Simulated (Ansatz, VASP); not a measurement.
# AlN: VASP beside Ansatz

```
Al N
1.0
     3.28252    0.00000    0.00000
    -1.64126    2.84275    0.00000
     0.00000    0.00000    4.38906
Al N
2 2
Direct
  0.33333 0.66667 0.75000
  0.66667 0.33333 0.25000
  0.33333 0.66667 0.25000
  0.66667 0.33333 0.75000
```

Alike in both runs: task single point; functional PBEsol; k mesh 9 × 9 × 6; occupations gaussian, width 0.05 eV; no spin polarisation.

|  | VASP | Ansatz |
| --- | --- | --- |
| version | VASP 6.6.1 | Ansatz 0.2.0 |
| potentials or method | VASP PAW PBE potentials, release 64 (Al, N), cutoff 520 eV | scalar-relativistic, plane waves, PAW |
| valence electrons in the cell | 16 | 16 |

|  | VASP | Ansatz | Ansatz less VASP |
| --- | --- | --- | --- |
| gap on the k mesh at the Fermi level (eV) | 2.83 | 2.82 | -0.013 |
| least direct gap on the mesh (eV) | 2.83 | 2.82 | -0.013 |
| pressure (GPa) | -6.6 | -6.6 | +0.01 |
| traceless stress, the component that is largest in VASP (GPa) | -5.10 | -5.03 | +0.064 |

VASP's potentials were made for PBE, not for PBEsol, and Ansatz warns of the same on its side. The functional is the same, so the differences come from potentials, cutoffs and numerics.
